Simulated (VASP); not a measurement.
A run of VASP 6.6.1 is set up as follows.

File INCAR:

```
SYSTEM = Si3C
  PREC = Accurate
  ENCUT = 520
  EDIFF = 1E-7
  ISMEAR = -1
  SIGMA = 0.02
  LREAL = .FALSE.
  LASPH = .TRUE.
  NELM = 60
  ALGO = Normal
  ISIF = 2
  LWAVE = .FALSE.
  LCHARG = .FALSE.
  GGA = PE
  NBANDS = 16
```

Contents of KPOINTS:

```
Automatic mesh
0
G
  8 8 6
  0 0 0
```

File POSCAR:

```
Si3C
1.0
    3.4318101962      0.0000000000      0.0000000000
    0.0000000000      3.4318101962      0.0000000000
    0.0000000000      0.0000000000      5.0004336169
C Si
1 3
Direct
    0.0000000000      0.0000000000      0.0000000000
    0.0000000000      0.5000000000      0.2031984769
    0.5000000000      0.5000000000      0.5000000000
    0.5000000000      0.0000000000      0.7968015231
```

Potentials or basis: VASP PAW PBE potentials, release 64 (C, Si).

Command:

```console
$ cat potpaw_PBE.64/C/POTCAR potpaw_PBE.64/Si/POTCAR > POTCAR
$ mpirun -np 1 vasp_std > vasp.out
```

(1) Predict the largest force.

(2) What does it give for the pressure?

(3) What does it give for the band gap on the k mesh?

Results:

(1) 0.155 eV/Å.

(2) 1.6 GPa.

(3) zero (band 8 reaches 7.87 eV, above the bottom of band 9 at 7.40 eV).
